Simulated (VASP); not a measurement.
## MgO (Periclase): relaxation of cell and atoms with r2SCAN

The system is MgO (Periclase).

```
Mg O
1.0
     0.00000    2.12685    2.12685
     2.12685    0.00000    2.12685
     2.12685    2.12685    0.00000
Mg O
1 1
Direct
  0.00000 0.00000 0.00000
  0.50000 0.50000 0.50000
```

```
Program                : VASP 6.6.1
Task                   : relaxation of cell and atoms
Functional             : r2SCAN
Potentials or basis    : VASP PAW PBE potentials, release 64 (Mg, O)
Cutoff                 : 600 eV
k mesh                 : 10 × 10 × 10
Occupations            : fermi-dirac, width 0.02 eV
Spin                   : no spin polarisation
Dipole correction      : no
Further INCAR settings : ALGO = Normal; EDIFF = 1e-07; IBRION = 2; EDIFFG = -0.005; NSW = 80; ISIF = 3
```

* Relaxed volume: 9.21 Å³/atom
* Relaxed cell: a = 2.965 Å, b = 2.965 Å, c = 2.965 Å, α = 60.00°, β = 60.00°, γ = 60.00°
* Space group after relaxing (to 0.05 Å): Fm-3m (No. 225)
* Energy gained by relaxing: 9.0 meV/atom
* Ionic steps: 3
* Pressure after relaxing: 0.0 GPa
* Band gap on the k mesh: 5.75 eV, direct

Step by step:
| step | energy change (eV) | largest force (eV/Å) | pressure (GPa) | volume (Å³) |
| --- | --- | --- | --- | --- |
| 1 | 0.0000 | 0.0000 | -6.76 | 19.24 |
| 2 | -0.0154 | 0.0000 | 2.83 | 18.13 |
| 3 | -0.0179 | 0.0000 | 0.01 | 18.42 |

Final structure:
```
CELL_PARAMETERS angstrom
0.00000 2.09631 2.09631
2.09631 0.00000 2.09631
2.09631 2.09631 0.00000
ATOMIC_POSITIONS crystal
Mg 0.00000 0.00000 0.00000
O 0.50000 0.50000 0.50000
```

Levels at points of the mesh, in eV from the valence-band top:
| k point | band 1 | band 2 | band 3 | band 4 | band 5 | band 6 | band 7 | band 8 |
| --- | --- | --- | --- | --- | --- | --- | --- | --- |
| (0.00, 0.00, 0.00) | -18.27 | 0.00 | 0.00 | 0.00 | 5.75 | 16.92 | 16.92 | 16.92 |
| (0.50, 0.00, 0.00) | -16.99 | -4.67 | -0.69 | -0.69 | 8.90 | 13.97 | 17.57 | 17.57 |
| (0.50, 0.50, 0.00) | -16.73 | -4.16 | -1.39 | -1.39 | 10.06 | 11.22 | 14.45 | 20.59 |

Wall time 62 s on 1 thread of Intel(R) Xeon(R) 6975P-C (Granite Rapids), on a shared host, peak memory 0.15 GiB.

Caveat: the PAW data sets were made with another functional, which shifts forces and pressure a little. r2SCAN opens gaps a little over a GGA but as a rule still falls short of measured ones.
